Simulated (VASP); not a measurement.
A run of VASP 6.6.1 is set up as follows.

INCAR

```
PREC = Accurate ; ENCUT = 520
EDIFF = 1E-6 ; ISMEAR = 0
SIGMA = 0.15 ; LREAL = F
LASPH = T ; NELM = 100
ALGO = Normal ; ISIF = 2
LWAVE = F ; LCHARG = F
GGA = PE ; NBANDS = 34
```

File KPOINTS:

```
Automatic mesh
0
Gamma
  12 12 6
```

The input POSCAR:

```
InSe2
1.0
    3.5764018108      0.0000000000      0.0000000000
    0.0000000000      3.5764018108      0.0000000000
    0.0000000000      0.0000000000     10.5111377570
In Se
2 4
Direct
    0.0000000000      0.5000000000      0.7035851637
    0.5000000000      0.0000000000      0.2964148363
    0.0000000000      0.5000000000      0.3657877574
    0.5000000000      0.0000000000      0.6342122426
    0.0000000000      0.0000000000      0.0000000000
    0.5000000000      0.5000000000      0.0000000000
```

Potentials or basis: VASP PAW PBE potentials, release 64 (In_d, Se).

Launch:

```console
$ cat potpaw_PBE.64/In_d/POTCAR potpaw_PBE.64/Se/POTCAR > POTCAR
$ mpirun -np 1 vasp_std > vasp.out
```

Question: Predict the band gap on the k mesh.

Answer: Zero (band 25 reaches 7.24 eV, above the bottom of band 26 at 4.44 eV).

Question: What does it give for the pressure?

Answer: 15.0 GPa.

Question: What does it give for the largest force?

Answer: 0.963 eV/Å.

Stress tensor (GPa, compression positive):
```
22.71  0.00  0.00
 0.00 22.71  0.00
 0.00  0.00 -0.32
```

Caveat: the cell differs from its parent crystal (strain -0.080 along x and y, +0.080 along z); spin-orbit coupling is left out, which moves the levels of the heavy elements.
